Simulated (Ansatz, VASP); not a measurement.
## TiO2 in VASP and in Ansatz

Contents of INCAR:

```
PREC = Accurate ; ENCUT = 520
EDIFF = 1E-6 ; ISMEAR = 0
SIGMA = 0.01 ; LREAL = False
LASPH = True ; NELM = 60
ALGO = Normal ; ISIF = 2
LWAVE = False ; LCHARG = True
GGA = PS ; LELF = True
LVHAR = True ; NBANDS = 33
```

File KPOINTS:

```
Automatic mesh
0
Gamma
  6 6 4
```

File POSCAR:

```
TiO2
1.0
    2.7763518305     -2.7769889676      0.0000000000
    2.7763518305      2.7769889676      0.0000000000
   -2.7019647989      0.0000000000      4.9212803370
Ti O
2 4
Direct
    0.1341100000      0.8658900000      0.2500000000
    0.8658900000      0.1341100000      0.7500000000
    0.3312210000      0.0887550000      0.6671490000
    0.6687790000      0.9112450000      0.3328510000
    0.9112450000      0.6687790000      0.8328510000
    0.0887550000      0.3312210000      0.1671490000
```

Input for Ansatz:

```yaml
crystal:
  lattice:
    - [2.776351830533597, -2.776988967571329, 0.0]
    - [2.776351830533597, 2.776988967571329, 0.0]
    - [-2.7019647988964572, 0.0, 4.921280336963682]
  atoms:
    - { symbol: Ti, position: [0.13411, 0.86589, 0.25] }
    - { symbol: Ti, position: [0.86589, 0.13411, 0.75] }
    - { symbol: O, position: [0.331221, 0.088755, 0.667149] }
    - { symbol: O, position: [0.668779, 0.911245, 0.332851] }
    - { symbol: O, position: [0.911245, 0.668779, 0.832851] }
    - { symbol: O, position: [0.088755, 0.331221, 0.167149] }
basis:
  ecutwfc: 500.0
kpoints:
  mp_grid:
    grid: [6, 6, 4]
hamiltonian:
  xc: pbesol
scf:
  occupations:
    method: fixed
output:
  stress: true
```

Alike in both runs: task single point; functional PBEsol; k mesh 6 × 6 × 4; no spin polarisation.

|  | VASP | Ansatz |
| --- | --- | --- |
| version | VASP 6.6.1 | Ansatz 0.2.0 |
| potentials or method | VASP PAW PBE potentials, release 64 (Ti_sv, O), cutoff 520 eV | plane waves, PAW |
| occupations | gaussian, width 0.01 eV | fixed |
| valence electrons in the cell | 48 | 48 |

```tsv
	VASP	Ansatz	Ansatz less VASP
pressure (GPa)	-19.3	-19.8	-0.48
traceless stress, the component that is largest in VASP (GPa)	-0.85	-0.89	-0.032
```

VASP's potentials were made for PBE, not for PBEsol.
